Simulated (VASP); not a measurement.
Here is a VASP 6.6.1 calculation.

Contents of INCAR:

```
PREC = Accurate
ENCUT = 520
EDIFF = 1E-7
ISMEAR = 0
SIGMA = 0.1
LREAL = F
LASPH = T
NELM = 80
ALGO = Normal
ISIF = 2
LWAVE = F
LCHARG = T
GGA = PE
LELF = T
LVHAR = T
NBANDS = 15
```

The input KPOINTS:

```
Automatic mesh
0
Gamma
  6 6 2
```

The input POSCAR:

```
Sb2S
1.0
    3.5259021900      0.0000000000      0.0000000000
    0.0000000000      3.5259021900      0.0000000000
    0.0000000000      0.0000000000      7.7086803700
Sb S
2 1
Direct
    0.5000000000      0.5000000000      0.3001792200
    0.5000000000      0.5000000000      0.6998207800
    0.5000000000      0.5000000000      0.0000000000
```

Potentials or basis: VASP PAW PBE potentials, release 64 (Sb, S).

Launch:

```sh
$ cat potpaw_PBE.64/Sb/POTCAR potpaw_PBE.64/S/POTCAR > POTCAR
$ mpirun -np 1 vasp_std > vasp.out
```

**Question.** Estimate the pressure.

**Answer.** 2.6 GPa.

**Question.** What does it give for the largest force?

**Answer.** 1.112 eV/Å.

**Question.** What does it give for the band gap on the k mesh?

**Answer.** Zero (bands 8 and 9 overlap by 3.62 eV).

Forces in eV/Å, atoms in the order of the input:
```
Sb   0.000  0.000  1.112
Sb   0.000  0.000 -1.112
S    0.000  0.000  0.000
```

Caveat: the k points lie up to 0.41 Å⁻¹ apart, too coarse for converged energies and pressures of a metal; spin-orbit coupling is left out, which moves the levels of the heavy elements; forces of over 1 eV/Å act on the atoms, so gaps and moduli don't describe the material at rest.
